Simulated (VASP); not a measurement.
# Te2Mo (Pmn2_1) in VASP: single point with PBE+D3(BJ)

Aim: the single point of Te2Mo with PBE+D3(BJ).

Program: VASP 6.6.1. These are calculated values, not measurements. Logs are shortened: lines on timing, memory, paths and dates and some standing lists are left out, and cuts for length are marked.

## (1) The cell of the first run

The structure is orthorhombic, space group Pmn2_1 (No. 31). Conventional cell: a = 3.458 Å, b = 6.304 Å, c = 13.859 Å, α = 90.00°, β = 90.00°, γ = 90.00°. Mo (site symmetry m) has 6 Te at 2.69 to 2.81 Å and 4 Mo at 2.88 to 3.46 Å within 3.5 Å. Mo (site symmetry m) has 6 Te at 2.68 to 2.80 Å and 4 Mo at 2.88 to 3.46 Å within 3.5 Å. Te (site symmetry m) has 3 Mo at 2.79 to 2.80 Å and 8 Te at 3.46 to 3.69 Å within 3.7 Å. Within 3.7 Å of Te (site symmetry m) lie 3 Mo at 2.80 to 2.81 Å and 8 Te at 3.46 to 3.66 Å. Within 3.7 Å of Te (site symmetry m) lie 3 Mo at 2.68 to 2.69 Å and 6 Te at 3.46 to 3.66 Å. Within 3.7 Å of Te (site symmetry m) lie 3 Mo at 2.69 to 2.71 Å and 6 Te at 3.46 to 3.69 Å.

## (2) Single point, PBE+D3(BJ)

INCAR reads:

```
PREC     = Accurate       # precision mode
ENCUT    = 520            # plane-wave cutoff, eV
EDIFF    = 1E-6           # SCF threshold, eV
ISMEAR   = 0              # smearing method
SIGMA    = 0.1            # smearing width, eV
LREAL    = False          # projectors in reciprocal space
LASPH    = True           # aspherical terms in the spheres
NELM     = 100            # most SCF steps
ALGO     = Fast           # electronic algorithm
ISIF     = 2              # what is computed and relaxed
LWAVE    = False          # write WAVECAR
LCHARG   = False          # write CHGCAR
GGA      = PE             # functional
IVDW     = 12             # dispersion correction
NBANDS   = 64             # bands
```

KPOINTS reads:

```
Automatic mesh
0
Gamma
  6 4 2
```

POSCAR reads:

```
Te2Mo
1.0
    3.4582000000      0.0000000000      0.0000000000
    0.0000000000      6.3043000000      0.0000000000
    0.0000000000      0.0000000000     13.8590000000
Mo Te
4 8
Direct
    0.0000000000      0.0297000000      0.7384000000
    0.5000000000      0.9703000000      0.2384000000
    0.0000000000      0.6062000000      0.2240000000
    0.5000000000      0.3938000000      0.7240000000
    0.0000000000      0.2163000000      0.1269000000
    0.5000000000      0.7837000000      0.6269000000
    0.0000000000      0.6401000000      0.8363000000
    0.5000000000      0.3599000000      0.3363000000
    0.5000000000      0.1374000000      0.8783000000
    0.0000000000      0.8626000000      0.3783000000
    0.5000000000      0.7090000000      0.0827000000
    0.0000000000      0.2910000000      0.5827000000
```

Potentials or basis: VASP PAW PBE potentials, release 64 (Mo_sv, Te).

The run is started by

```console
> cat potpaw_PBE.64/Mo_sv/POTCAR potpaw_PBE.64/Te/POTCAR > POTCAR
> mpirun -np 1 vasp_std > vasp.out
```

OUTCAR:

```text
PREC = Accurate
   ENCUT = 520
   EDIFF = 1E-6
   ISMEAR = 0
   LREAL = False
   LASPH = True
   NELM = 100
   ISIF = 2
   GGA = PE
   IVDW = 12
 IVDW          = 12

 ion  position               nearest neighbor table
   1  0.000  0.030  0.738-   9 2.69   9 2.69  12 2.71   6 2.79   6 2.79   7 2.81   4 2.88   4 2.88

   2  0.500  0.970  0.238-  10 2.69  10 2.69  11 2.71   5 2.79   5 2.79   8 2.81   3 2.88   3 2.88

   3  0.000  0.606  0.224-  10 2.68  11 2.69  11 2.69   8 2.80   8 2.80   5 2.80   2 2.88   2 2.88

   4  0.500  0.394  0.724-   9 2.68  12 2.69  12 2.69   7 2.80   7 2.80   6 2.80   1 2.88   1 2.88

   5  0.000  0.216  0.127-   2 2.79   2 2.79   3 2.80   8 3.50   8 3.50  11 3.61  11 3.61
   6  0.500  0.784  0.627-   1 2.79   1 2.79   4 2.80   7 3.50   7 3.50  12 3.61  12 3.61
   7  0.000  0.640  0.836-   4 2.80   4 2.80   1 2.81   6 3.50   6 3.50   9 3.63   9 3.63   9 3.66
                             9 3.66
   8  0.500  0.360  0.336-   3 2.80   3 2.80   2 2.81   5 3.50   5 3.50  10 3.63  10 3.63  10 3.66
                            10 3.66
   9  0.500  0.137  0.878-   4 2.68   1 2.69   1 2.69   7 3.63   7 3.63   7 3.66   7 3.66
  10  0.000  0.863  0.378-   3 2.68   2 2.69   2 2.69   8 3.63   8 3.63   8 3.66   8 3.66
  11  0.500  0.709  0.083-   3 2.69   3 2.69   2 2.71   5 3.61   5 3.61
  12  0.000  0.291  0.583-   4 2.69   4 2.69   1 2.71   6 3.61   6 3.61

  LATTYP: Found a simple orthorhombic cell.
 ALAT       =     3.4582000000
 B/A-ratio  =     1.8230004048
 C/A-ratio  =     4.0075761957

  Lattice vectors:

 A1 = (   3.4582000000,   0.0000000000,   0.0000000000)
 A2 = (   0.0000000000,   6.3043000000,   0.0000000000)
 A3 = (   0.0000000000,   0.0000000000,  13.8590000000)

Analysis of symmetry for initial positions (statically):
=====================================================================
 Subroutine PRICEL returns:
 Original cell was already a primitive cell.

 Routine SETGRP: Setting up the symmetry group for a
 simple orthorhombic supercell.

 Subroutine GETGRP returns: Found  4 space group operations
 (whereof  2 operations were pure point group operations)
 out of a pool of  8 trial point group operations.

The static configuration has the point symmetry C_1h.
 The point group associated with its full space group is C_2v.

Analysis of symmetry for dynamics (positions and initial velocities):
=====================================================================
 Subroutine PRICEL returns:
 Original cell was already a primitive cell.

 Routine SETGRP: Setting up the symmetry group for a
 simple orthorhombic supercell.

 Subroutine GETGRP returns: Found  4 space group operations
 (whereof  2 operations were pure point group operations)
 out of a pool of  8 trial point group operations.

The dynamic configuration has the point symmetry C_1h.
 The point group associated with its full space group is C_2v.

 Subroutine INISYM returns: Found  4 space group operations
 (whereof  2 operations are pure point group operations),
 and found     1 'primitive' translations

----------------------------------------------------------------------------------------

                                     Primitive cell

  volume of cell :     302.1474

  direct lattice vectors                    reciprocal lattice vectors
     3.458200000  0.000000000  0.000000000     0.289167775  0.000000000  0.000000000
     0.000000000  6.304300000  0.000000000     0.000000000  0.158621893  0.000000000
     0.000000000  0.000000000 13.859000000     0.000000000  0.000000000  0.072155278

  length of vectors
     3.458200000  6.304300000 13.859000000     0.289167775  0.158621893  0.072155278

  position of ions in fractional coordinates (direct lattice)
     0.000000000  0.029700000  0.738400000
     0.500000000  0.970300000  0.238400000
     0.000000000  0.606200000  0.224000000
     0.500000000  0.393800000  0.724000000
     0.000000000  0.216300000  0.126900000
     0.500000000  0.783700000  0.626900000
     0.000000000  0.640100000  0.836300000
     0.500000000  0.359900000  0.336300000
     0.500000000  0.137400000  0.878300000
     0.000000000  0.862600000  0.378300000
     0.500000000  0.709000000  0.082700000
     0.000000000  0.291000000  0.582700000

  ion indices of the primitive-cell ions
   primitive index   ion index
                 1           1
                 2           2
                 3           3
                 4           4
                 5           5
                 6           6
                 7           7
                 8           8
                 9           9
                10          10
                11          11
                12          12

----------------------------------------------------------------------------------------

 KPOINTS: Automatic mesh

Automatic generation of k-mesh.
 Grid dimensions read from file:
 generate k-points for:    6    4    2

 Generating k-lattice:

  Cartesian coordinates                     Fractional coordinates (reciprocal lattice)
     0.048194629  0.000000000  0.000000000     0.166666667  0.000000000  0.000000000
     0.000000000  0.039655473  0.000000000     0.000000000  0.250000000  0.000000000
     0.000000000  0.000000000  0.036077639     0.000000000  0.000000000  0.500000000

  Length of vectors
     0.048194629  0.039655473  0.036077639

  Shift w.r.t. Gamma in fractional coordinates (k-lattice)
     0.000000000  0.000000000  0.000000000

 Subroutine IBZKPT returns following result:
 ===========================================

 Found     24 irreducible k-points:

 Following reciprocal coordinates:
            Coordinates               Weight
  0.000000  0.000000  0.000000      1.000000
  0.166667  0.000000  0.000000      2.000000
  0.333333  0.000000  0.000000      2.000000
  0.500000  0.000000  0.000000      1.000000
  0.000000  0.250000  0.000000      2.000000
  0.166667  0.250000  0.000000      4.000000
[... 16 lines left out ...]
  0.333333  0.500000  0.500000      2.000000
  0.500000  0.500000  0.500000      1.000000
   k-points           NKPTS =     24   k-points in BZ     NKDIM =     24   number of bands    NBANDS=     64
   number of dos      NEDOS =    301   number of ions     NIONS =     12
   total plane-waves  NPLWV = 145152
   dimension x,y,z NGX =    28 NGY =   48 NGZ =  108
   dimension x,y,z NGXF=    56 NGYF=   96 NGZF=  216
   ions per type =               4   8
   NGX,Y,Z   is equivalent  to a cutoff of  13.46, 12.66, 12.96 a.u.
   NGXF,Y,Z  is equivalent  to a cutoff of  26.92, 25.32, 25.91 a.u.
 SYSTEM =  unknown system
   PREC   = accura    normal or accurate (medium, high low for compatibility)
   ISTART =      0    job   : 0-new  1-cont  2-samecut
   ICHARG =      2    charge: 1-file 2-atom 10-const
   ISPIN  =      1    spin polarized calculation?
   LNONCOLLINEAR =      F non collinear calculations
   LSORBIT =      F    spin-orbit coupling
   LASPH  =      T    aspherical Exc in radial PAW
   ENCUT  =  520.0 eV  38.22 Ry    6.18 a.u.   6.43 11.72 25.77*2*pi/ulx,y,z
   NELM   =    100;   NELMIN=  2; NELMDL= -5     # of ELM steps
   EDIFF  = 0.1E-05   stopping-criterion for ELM
   LREAL  =      F    real-space projection
[... 7 lines left out ...]
   TEBEG  =    0.0;   TEEND  =   0.0 temperature during run
   PSTRESS=    0.0 pullay stress
   NELECT =     104.0000    total number of electrons
   NUPDOWN=      -1.0000    fix difference up-down
   EMIN   =  10.00;   EMAX   =-10.00  energy-range for DOS
   EFERMI =   0.00;   METHOD = LEGACY
   ISMEAR =     0;   SIGMA  =   0.10  broadening in eV -4-tet -1-fermi 0-gaus
   EFERMI_NEDOS =   21; number of points for ismear=-14 and -15
   IALGO  =     68    algorithm
   IMIX   =      4    mixing-type and parameters
     AMIX     =   0.40;   BMIX     =  1.00
     AMIX_MAG =   1.60;   BMIX_MAG =  1.00
  volume/ion in A,a.u.               =      25.18       169.92
  Fermi-wavevector in a.u.,A,eV,Ry     =   1.147307  2.168096 17.909531  1.316313
  Thomas-Fermi vector in A             =   2.283987
   LORBIT       =      0    0 simple, 1 ext, 2 COOP (PROOUT), +10 PAW based schemes
   GGA     = PE    functional components
   LHFCALC =     F    Hartree Fock is set to
   AEXX    =    0.0000 exact exchange contribution
   IVDW    =    12    specifies the selected vdW correction
   LEPSILON=     F    determine dielectric tensor
   LRPA    =     F    only Hartree local field effects (RPA)
 non-spin polarized calculation
 RMM-DIIS sequential band-by-band and
 Gauss-broadening in eV      SIGMA  =   0.10
  energy-cutoff  :      520.00
  volume of cell :      302.15
 maximum number of plane-waves:      8192
 NGX is ok and might be reduce to    28
   NGX = 13   NGY = 23   NGZ = 51

 number of electron     103.9999999 magnetization

 Free energy of the ion-electron system (eV)
  ---------------------------------------------------
  ext. energy  EPLUGINS =         0.00000000
  ---------------------------------------------------
  free energy    TOTEN  =       -71.77193134 eV

  energy without entropy =      -71.75031247  energy(sigma->0) =      -71.76112191

 E-fermi :   8.2824     XC(G=0): -10.3821

 val. band max:        8.2659287277   @ k =   0.1667   0.0000   0.5000
 cond. band min:       8.3053088504   @ k =   0.0000   0.0000   0.5000
 fundamental gap:      0.0393801227
 Fermi energy:         8.2823792921

 k-point     1 :       0.0000    0.0000    0.0000
  band No.  band energies     occupation
      1     -52.7702      2.00000
      2     -52.7702      2.00000
      3     -52.7083      2.00000
      4     -52.7083      2.00000
      5     -27.0361      2.00000
      6     -27.0361      2.00000
[... 56 lines left out ...]
     63      11.3348      0.00000
     64      11.3448      0.00000

 k-point     2 :       0.1667    0.0000    0.0000
  band No.  band energies     occupation
      1     -52.7646      2.00000
      2     -52.7646      2.00000
      3     -52.7108      2.00000
      4     -52.7108      2.00000
      5     -27.0376      2.00000
      6     -27.0376      2.00000
[... 1530 lines left out ...]
     63      10.6402      0.00000
     64      10.6406      0.00000

------------------------ aborting loop because EDIFF is reached ----------------------------------------

 Edisp (eV)   -6.38384

 E8    (eV) :    -2.9449

  FORCE on cell =-STRESS in cart. coord.  units (eV):
  Direction    XX          YY          ZZ          XY          YZ          ZX
  --------------------------------------------------------------------------------------
  -------------------------------------------------------------------------------------
  Total      -0.45558     0.35008    -0.01096     0.00000     0.00000     0.00000
  in kB      -2.41577     1.85633    -0.05813     0.00000     0.00000     0.00000
  external pressure =       -0.21 kB  Pullay stress =        0.00 kB

 VOLUME and BASIS-vectors are now :
 -----------------------------------------------------------------------------
  energy-cutoff  :      520.00
  volume of cell :      302.15
      direct lattice vectors                 reciprocal lattice vectors
     3.458200000  0.000000000  0.000000000     0.289167775  0.000000000  0.000000000
     0.000000000  6.304300000  0.000000000     0.000000000  0.158621893  0.000000000
     0.000000000  0.000000000 13.859000000     0.000000000  0.000000000  0.072155278

 POSITION                                       TOTAL-FORCE (eV/Angst)
 -----------------------------------------------------------------------------------
      0.00000      0.18724     10.23349         0.000000      0.084711     -0.199205
      1.72910      6.11706      3.30399         0.000000     -0.084711     -0.199205
      0.00000      3.82167      3.10442         0.000000     -0.031726      0.022041
      1.72910      2.48263     10.03392         0.000000      0.031726      0.022041
      0.00000      1.36362      1.75871         0.000000      0.040155     -0.137520
      1.72910      4.94068      8.68821         0.000000     -0.040155     -0.137520
      0.00000      4.03538     11.59028         0.000000      0.005453      0.026348
      1.72910      2.26892      4.66078         0.000000     -0.005453      0.026348
      1.72910      0.86621     12.17236         0.000000     -0.057483      0.440611
      0.00000      5.43809      5.24286         0.000000      0.057483      0.440611
      1.72910      4.46975      1.14614         0.000000      0.019327     -0.152275
      0.00000      1.83455      8.07564         0.000000     -0.019327     -0.152275
 -----------------------------------------------------------------------------------
    total drift:                               -0.000000      0.000000     -0.001381

  FREE ENERGIE OF THE ION-ELECTRON SYSTEM (eV)
  ---------------------------------------------------
  free  energy   TOTEN  =       -78.1557762493 eV

  energy  without entropy=      -78.1341573766  energy(sigma->0) =      -78.14496681
```

Wall time 7.7 min (1 thread of Intel Xeon 6975P-C (Granite Rapids), shared host); peak memory 0.59 GiB.

Results:

```
Free energy                : -78.1558 eV
Pressure                   : 0.0 GPa
Largest force              : 0.444 eV/Å
Band gap on the k mesh     : zero (bands 52 and 53 overlap by 0.17 eV)
Dispersion energy per atom : -0.532 eV
```

Forces on the atoms (eV/Å):
```
Mo   0.000  0.085 -0.199
Mo   0.000 -0.085 -0.199
Mo   0.000 -0.032  0.022
Mo   0.000  0.032  0.022
Te   0.000  0.040 -0.138
Te   0.000 -0.040 -0.138
Te   0.000  0.005  0.026
Te   0.000 -0.005  0.026
Te   0.000 -0.057  0.441
Te   0.000  0.057  0.441
Te   0.000  0.019 -0.152
Te   0.000 -0.019 -0.152
```

Levels at points of the mesh, in eV from the Fermi level:
```csv
k point,band 49,band 50,band 51,band 52,band 53,band 54,band 55,band 56
"(0.00, 0.00, 0.00)",-0.41,-0.08,0.06,0.15,0.48,0.68,0.99,1.06
"(0.50, 0.00, 0.00)",-1.53,-1.53,-1.45,-1.45,1.04,1.04,1.18,1.18
"(0.00, 0.50, 0.00)",-0.82,-0.80,-0.70,-0.56,-0.02,0.03,0.93,1.00
"(0.50, 0.50, 0.00)",-1.06,-1.06,-0.98,-0.98,1.05,1.05,1.07,1.07
"(0.00, 0.00, 0.50)",-0.07,-0.07,0.02,0.02,0.56,0.56,1.02,1.02
"(0.50, 0.00, 0.50)",-1.55,-1.55,-1.47,-1.47,1.03,1.03,1.15,1.15
"(0.00, 0.50, 0.50)",-0.81,-0.81,-0.53,-0.53,0.02,0.02,0.96,0.96
"(0.50, 0.50, 0.50)",-1.06,-1.06,-0.97,-0.97,1.01,1.01,1.09,1.09
```

Caveat: spin-orbit coupling is left out, which moves the levels of the heavy elements.
